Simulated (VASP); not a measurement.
# BP (F-43m) in VASP: a series of runs, part 2 of 2

VASP 6.6.1. The steps go on from the part before.

**3. Single point, PBEsol-based screened hybrid with 25 % exact exchange**

This run uses another cell than the first one, of 12.15 Å³/atom.

The input, POSCAR:

```
BP
1.0
    0.0000000000      2.2988586873      2.2988586873
    2.2988586873      0.0000000000      2.2988586873
    2.2988586873      2.2988586873      0.0000000000
P B
1 1
Direct
    0.7500000000      0.7500000000      0.7500000000
    0.0000000000      0.0000000000      0.0000000000
```

The input, INCAR.step1:

```
PREC = Accurate
ENCUT = 520
EDIFF = 1E-5
ISMEAR = -1
SIGMA = 0.05
LREAL = F
LASPH = T
NELM = 80
ALGO = Normal
ISIF = 2
LWAVE = T
LCHARG = F
NBANDS = 11
GGA = PE
```

The input, INCAR.step2:

```
PREC = Accurate
ENCUT = 520
EDIFF = 1E-6
ISMEAR = -1
SIGMA = 0.05
LREAL = F
LASPH = T
NELM = 80
ALGO = Normal
ISIF = 2
LWAVE = F
LCHARG = F
GGA = PS
LHFCALC = T
AEXX = 0.25
HFSCREEN = 0.207
PRECFOCK = Normal
NBANDS = 11
ISTART = 1
```

The input, KPOINTS:

```
Automatic mesh
0
Gamma
  5 5 5
```

Potentials or basis: VASP PAW PBE potentials, release 64 (P, B).

Launch:

```sh
cat potpaw_PBE.64/P/POTCAR potpaw_PBE.64/B/POTCAR > POTCAR
cp INCAR.step1 INCAR
mpirun -np 1 vasp_std > vasp.out
cp INCAR.step2 INCAR
mpirun -np 1 vasp_std > vasp.out
```

OUTCAR:

```text
PREC = Accurate
   ENCUT = 520
   EDIFF = 1E-6
   ISMEAR = -1
   LREAL = F
   LASPH = T
   NELM = 80
   ISIF = 2
   GGA = PS
   LHFCALC = T
   AEXX = 0.25
   HFSCREEN = 0.207
   PRECFOCK = Normal
   ISTART = 1

 ion  position               nearest neighbor table
   1  0.750  0.750  0.750-   2 1.99   2 1.99   2 1.99   2 1.99
   2  0.000  0.000  0.000-   1 1.99   1 1.99   1 1.99   1 1.99

  LATTYP: Found a face centered cubic cell.
 ALAT       =     4.5977173746

  Lattice vectors:

 A1 = (   0.0000000000,   2.2988586873,   2.2988586873)
 A2 = (   2.2988586873,   0.0000000000,   2.2988586873)
 A3 = (   2.2988586873,   2.2988586873,   0.0000000000)

Analysis of symmetry for initial positions (statically):
=====================================================================
 Subroutine PRICEL returns:
 Original cell was already a primitive cell.

 Routine SETGRP: Setting up the symmetry group for a
 face centered cubic supercell.

 Subroutine GETGRP returns: Found 24 space group operations
 (whereof 24 operations were pure point group operations)
[... 162 lines left out ...]

 k-point     1 :       0.0000    0.0000    0.0000
  band No.  band energies     occupation
      1     -10.2075      2.00000
      2       6.5282      2.00000
      3       6.5282      2.00000
      4       6.5282      2.00000
      5      10.7844      0.00000
      6      10.7844      0.00000
      7      10.7844      0.00000
      8      14.5793      0.00000
      9      18.6928      0.00000
     10      19.8656      0.00000
     11      19.8656      0.00000
[... 113 lines left out ...]
 k-point    10 :      -0.4000    0.4000    0.2000
  band No.  band energies     occupation
      1      -5.6822      2.00000
      2      -1.6588      2.00000
      3       0.5496      2.00000
      4       2.0044      2.00000
      5      12.0431      0.00000
      6      13.0600      0.00000
      7      14.2419      0.00000
      8      18.1818      0.00000
      9      19.2010      0.00000
     10      22.2252      0.00000
     11      25.5991      0.00000

------------------------ aborting loop because EDIFF is reached ----------------------------------------

  FORCE on cell =-STRESS in cart. coord.  units (eV):
  Direction    XX          YY          ZZ          XY          YZ          ZX
  --------------------------------------------------------------------------------------
  -------------------------------------------------------------------------------------
  Total       -1.4557939     -1.4557939     -1.4557939     -0.0000000     -0.0000000     -0.0000000
  in kB      -95.9939069    -95.9939069    -95.9939069     -0.0000000     -0.0000000     -0.0000000
  external PRESSURE =     -95.9939069 kB  Pullay stress =       0.0000000 kB

 VOLUME and BASIS-vectors are now :
 -----------------------------------------------------------------------------
  energy-cutoff  :      520.00
  volume of cell :       24.30
      direct lattice vectors                 reciprocal lattice vectors
     0.000000000  2.298858687  2.298858687    -0.217499232  0.217499232  0.217499232
     2.298858687  0.000000000  2.298858687     0.217499232 -0.217499232  0.217499232
     2.298858687  2.298858687  0.000000000     0.217499232  0.217499232 -0.217499232

 POSITION                                       TOTAL-FORCE (eV/Angst)
 -----------------------------------------------------------------------------------
      3.44829      3.44829      3.44829        -0.000000     -0.000000      0.000000
      0.00000      0.00000      0.00000         0.000000      0.000000      0.000000
 -----------------------------------------------------------------------------------
    total drift:                               -0.000000     -0.000000     -0.000000

  FREE ENERGIE OF THE ION-ELECTRON SYSTEM (eV)
  ---------------------------------------------------
  free  energy   TOTEN  =       -15.2498639699 eV

  energy  without entropy=      -15.2498639694  energy(sigma->0) =      -15.24986397
```

OSZICAR.step1:

```text
N       E                     dE             d eps       ncg     rms          rms(c)
DAV:   1     0.604259791765E+01    0.60426E+01   -0.35459E+03   220   0.624E+02
DAV:   2    -0.130401888910E+02   -0.19083E+02   -0.18314E+02   307   0.109E+02
DAV:   3    -0.135055906176E+02   -0.46540E+00   -0.46473E+00   281   0.140E+01
DAV:   4    -0.135070632857E+02   -0.14727E-02   -0.14725E-02   249   0.872E-01
DAV:   5    -0.135070718477E+02   -0.85620E-05   -0.85623E-05   265   0.638E-02    0.682E+00
DAV:   6    -0.129562780280E+02    0.55079E+00   -0.13197E+00   244   0.482E+00    0.368E+00
DAV:   7    -0.128745161630E+02    0.81762E-01   -0.19739E-01   263   0.222E+00    0.129E+00
DAV:   8    -0.128669320282E+02    0.75841E-02   -0.26124E-02   264   0.914E-01    0.187E-01
DAV:   9    -0.128672888964E+02   -0.35687E-03   -0.73787E-04   253   0.179E-01    0.116E-01
DAV:  10    -0.128675139324E+02   -0.22504E-03   -0.27355E-04   246   0.104E-01    0.276E-02
DAV:  11    -0.128675262384E+02   -0.12306E-04   -0.13446E-05   264   0.240E-02    0.321E-02
DAV:  12    -0.128675273080E+02   -0.10696E-05   -0.47291E-06   125   0.107E-02
   1 F= -.12867527E+02 E0= -.12867527E+02  d E =-.246748E-06
```

Run time: 2.8 min. Hardware: 1 thread of Intel Xeon Platinum 8259CL at 2.50GHz (Skylake/Cascade Lake), shared host; peak memory 0.23 GiB.

Results:

* Free energy: -15.2499 eV
* Pressure: -9.6 GPa
* Band gap on the k mesh: 1.96 eV (least direct gap 4.26 eV)

Levels at points of the mesh, in eV from the valence-band top:
```csv
k point,band 2,band 3,band 4,band 5,band 6,band 7
"(0.00, 0.00, 0.00)",0.00,0.00,0.00,4.26,4.26,4.26
```

Caveat: the k points lie up to 0.47 Å⁻¹ apart; the PAW data sets were made with another functional, which shifts forces and pressure a little; an odd mesh through Γ misses points on the zone boundary, where band edges can lie.

**4. Single point, PBEsol-based screened hybrid with 25 % exact exchange**

This run uses another cell than the first one, of 12.38 Å³/atom.

The input, POSCAR:

```
BP
1.0
    0.0000000000      2.3135014941      2.3135014941
    2.3135014941      0.0000000000      2.3135014941
    2.3135014941      2.3135014941      0.0000000000
P B
1 1
Direct
    0.7500000000      0.7500000000      0.7500000000
    0.0000000000      0.0000000000      0.0000000000
```

The input, INCAR.step1:

```
PREC     = Accurate       # precision mode
ENCUT    = 520            # plane-wave cutoff, eV
EDIFF    = 1E-5           # SCF threshold, eV
ISMEAR   = -1             # smearing method
SIGMA    = 0.05           # smearing width, eV
LREAL    = F              # projectors in reciprocal space
LASPH    = T              # aspherical terms in the spheres
NELM     = 60             # most SCF steps
ALGO     = Normal         # electronic algorithm
ISIF     = 2              # what is computed and relaxed
LWAVE    = T              # write WAVECAR
LCHARG   = F              # write CHGCAR
GGA      = PE             # functional
NBANDS   = 11             # bands
```

The input, INCAR.step2:

```
PREC     = Accurate       # precision mode
ENCUT    = 520            # plane-wave cutoff, eV
EDIFF    = 1E-7           # SCF threshold, eV
ISMEAR   = -1             # smearing method
SIGMA    = 0.05           # smearing width, eV
LREAL    = F              # projectors in reciprocal space
LASPH    = T              # aspherical terms in the spheres
NELM     = 60             # most SCF steps
ALGO     = Normal         # electronic algorithm
ISIF     = 2              # what is computed and relaxed
LWAVE    = F              # write WAVECAR
LCHARG   = F              # write CHGCAR
GGA      = PS             # functional
LHFCALC  = T              # exact exchange
AEXX     = 0.25           # exact-exchange fraction
HFSCREEN = 0.207          # screening, 1/A
PRECFOCK = Normal       
ISTART   = 1            
NBANDS   = 11             # bands
```

KPOINTS is that of step 3.

Launch:

```sh
cat potpaw_PBE.64/P/POTCAR potpaw_PBE.64/B/POTCAR > POTCAR
cp INCAR.step1 INCAR
mpirun -np 1 vasp_std > vasp.out
cp INCAR.step2 INCAR
mpirun -np 1 vasp_std > vasp.out
```

Wall time 3.6 min (1 thread of Intel Xeon Platinum 8259CL at 2.50GHz (Skylake/Cascade Lake), shared host); peak memory 0.23 GiB.

Results (log left out):

* Free energy: -15.2183 eV
* Pressure: -12.2 GPa
* Band gap on the k mesh: 1.98 eV (least direct gap 4.23 eV)

Levels at points of the mesh, in eV from the valence-band top:
```tsv
k point	band 2	band 3	band 4	band 5	band 6	band 7
(0.00, 0.00, 0.00)	0.00	0.00	0.00	4.23	4.23	4.23
```

Caveat: the k points lie up to 0.47 Å⁻¹ apart; the PAW data sets were made with another functional, which shifts forces and pressure a little; an odd mesh through Γ misses points on the zone boundary, where band edges can lie.

**5. The runs side by side**

| cell | gap on the mesh (eV) | pressure (GPa) |
| --- | --- | --- |
| a = 3.230 Å, angles 60.0°, 2 atoms | 1.94 | -6.7 |
| a = 3.251 Å, angles 60.0°, 2 atoms | 1.96 | -9.6 |
| a = 3.272 Å, angles 60.0°, 2 atoms | 1.98 | -12.2 |

Alike in all rows: task single point; level PBEsol-based screened hybrid with 25 % exact exchange; potentials or basis VASP PAW PBE potentials, release 64 (P, B); no spin polarisation; k mesh 5 × 5 × 5; cutoff (eV) 520; smearing fermi-dirac 0.05 eV.

Caveats: all runs use coarse meshes; the PAW data sets were made with another functional, which shifts forces and pressure a little; an odd mesh through Γ misses points on the zone boundary, where band edges can lie.

Absolute energies hang on the potentials; compare differences alone.
